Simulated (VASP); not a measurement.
Write the native input for VASP 6.6.1 that does the following.

- Task: single point
- Functional: revPBE
- Dispersion: D3(BJ)
- Potentials or basis: VASP PAW PBE potentials, release 64 (Cd, S)
- Cutoff: 520 eV
- k mesh: 8 × 8 × 8
- Occupations: gaussian, width 0.05 eV
- Spin: no spin polarisation
- Dipole correction: no
- Further INCAR settings: ALGO = Normal; EDIFF = 1e-06; NBANDS = 16

The structure of CdS lies in POSCAR:

```
CdS
1.0
    0.0000000000      2.9558739629      2.9558739629
    2.9558739629      0.0000000000      2.9558739629
    2.9558739629      2.9558739629      0.0000000000
Cd S
1 1
Direct
    0.0000000000      0.0000000000      0.0000000000
    0.7500000000      0.7500000000      0.7500000000
```

This cell differs from its parent crystal: volume scaled by 1.04.

One way to write it, as run:

INCAR

```
ALGO = Normal
EDIFF = 1E-6
ENCUT = 520
GGA = RE
ISIF = 2
ISMEAR = 0
IVDW = 12
LASPH = T
LCHARG = F
LREAL = F
LWAVE = F
NBANDS = 16
NELM = 80
PREC = Accurate
SIGMA = 0.05
```

KPOINTS

```
k-points
0
Gamma
  8 8 8
```

Potentials or basis: VASP PAW PBE potentials, release 64 (Cd, S).

Command:

```console
$ cat potpaw_PBE.64/Cd/POTCAR potpaw_PBE.64/S/POTCAR > POTCAR
$ mpirun -np 1 vasp_std > vasp.out
```

It gave:

```
Pressure                   : -1.8 GPa
Band gap on the k mesh     : 1.20 eV, direct
Dispersion energy per atom : -0.564 eV
```

Caveat: the PAW data sets were made with another functional, which shifts forces and pressure a little.

Run time: 24 s on 1 thread of AMD EPYC 7R43 64-Core Processor (Zen 3), on a shared host, peak memory 0.15 GiB.
